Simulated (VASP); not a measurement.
Write the native input for VASP 6.6.1 that does the following.

* Task: single point
* Functional: PBE0
* Potentials or basis: VASP PAW PBE potentials, release 64 (Ir)
* Cutoff: 520 eV
* k mesh: 8 × 8 × 8
* Occupations: fermi-dirac, width 0.05 eV
* Spin: no spin polarisation
* Dipole correction: no
* Grid for exact exchange (PRECFOCK): Normal
* Further INCAR settings: ALGO = Normal; EDIFF = 1e-07; NBANDS = 10

Ir:

```
Ir
1.0
     0.00000    1.90274    1.90274
     1.90274    0.00000    1.90274
     1.90274    1.90274    0.00000
Ir
1
Direct
  0.00000 0.00000 0.00000
```

The input as run:

POSCAR

```
Ir
1.0
    0.0000000000      1.9027432368      1.9027432368
    1.9027432368      0.0000000000      1.9027432368
    1.9027432368      1.9027432368      0.0000000000
Ir
1
Direct
    0.0000000000      0.0000000000      0.0000000000
```

INCAR.step1

```
ALGO = Normal
EDIFF = 1E-5
ENCUT = 520
GGA = PE
ISIF = 2
ISMEAR = -1
LASPH = T
LCHARG = F
LREAL = F
LWAVE = T
NBANDS = 10
NELM = 60
PREC = Accurate
SIGMA = 0.05
```

INCAR.step2

```
AEXX = 0.25
ALGO = Normal
EDIFF = 1E-7
ENCUT = 520
GGA = PE
ISIF = 2
ISMEAR = -1
ISTART = 1
LASPH = T
LCHARG = F
LHFCALC = T
LREAL = F
LWAVE = F
NBANDS = 10
NELM = 60
PREC = Accurate
PRECFOCK = Normal
SIGMA = 0.05
```

KPOINTS

```
k-points
0
Gamma
  8 8 8
```

Potentials or basis: VASP PAW PBE potentials, release 64 (Ir).

Command:

```sh
$ cat potpaw_PBE.64/Ir/POTCAR > POTCAR
$ cp INCAR.step1 INCAR
$ mpirun -np 1 vasp_std > vasp.out
$ cp INCAR.step2 INCAR
$ mpirun -np 1 vasp_std > vasp.out
```

It gave:

The pressure is 10.4 GPa.

Caveat: the PAW data sets were made with another functional, which shifts forces and pressure a little.

Wall time 42 min on 1 thread of AMD EPYC 7R13 Processor (Zen 3) (shared host), peak memory 0.12 GiB.
